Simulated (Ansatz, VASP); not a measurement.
TaN: VASP beside Ansatz

Contents of INCAR:

```
SYSTEM = TaN
  PREC = Accurate
  ENCUT = 520
  EDIFF = 1E-7
  ISMEAR = 0
  SIGMA = 0.15
  LREAL = .FALSE.
  LASPH = .TRUE.
  NELM = 80
  ALGO = Normal
  ISIF = 2
  LWAVE = .FALSE.
  LCHARG = .FALSE.
  GGA = PE
  NBANDS = 15
```

KPOINTS

```
regular mesh
0
G
  18 18 18
  0 0 0
```

Contents of POSCAR:

```
TaN
1.0
    0.0000000000      2.2334750000      2.1245250000
    2.2334750000      0.0000000000      2.1245250000
    2.2334750000      2.2334750000      0.0000000000
Ta N
1 1
Direct
    0.5000000000      0.5000000000      0.5000000000
    0.0000000000      0.0000000000      0.0000000000
```

Input for Ansatz:

```yaml
crystal:
  lattice:
    - [0.0, 2.233475, 2.124525]
    - [2.233475, 0.0, 2.124525]
    - [2.233475, 2.233475, 0.0]
  atoms:
    - { symbol: Ta, position: [0.5, 0.5, 0.5] }
    - { symbol: "N", position: [0.0, 0.0, 0.0] }
basis:
  ecutwfc: 420
kpoints:
  mp_grid: { grid: [18, 18, 18] }
hamiltonian:
  xc: pbe
scf:
  occupations: { method: gaussian, width: 0.15 }
output:
  forces: true
  stress: true
  eigenvalues: true
  write_density: true
  write_potential: true
  elf: true
  volumetric_format: npy
```

Change from the starting cell: strain +0.025 along x and y, -0.025 along z, atoms carried along.

Alike in both runs: task single point; functional PBE; k mesh 18 × 18 × 18; occupations gaussian, width 0.15 eV; no spin polarisation.

|  | VASP | Ansatz |
| --- | --- | --- |
| version | VASP 6.6.1 | Ansatz 0.2.0 |
| potentials or method | VASP PAW PBE potentials, release 64 (Ta_pv, N), cutoff 520 eV | scalar-relativistic, plane waves, PAW |
| valence electrons in the cell | 16 | 18 |

|  | VASP | Ansatz | Ansatz less VASP |
| --- | --- | --- | --- |
| gap on the k mesh at the Fermi level (eV) | none | none | - |
| pressure (GPa) | 8.6 | 7.7 | -0.87 |
| traceless stress, the component that is largest in VASP (GPa) | 22.71 | 22.54 | -0.172 |

A gap of «none» marks a metal or a gap that the smearing closes. VASP's potentials hold 16 valence electrons a cell and Ansatz's 18, so a difference there can come from the potentials and not from the codes.

Spin-orbit coupling is off throughout.
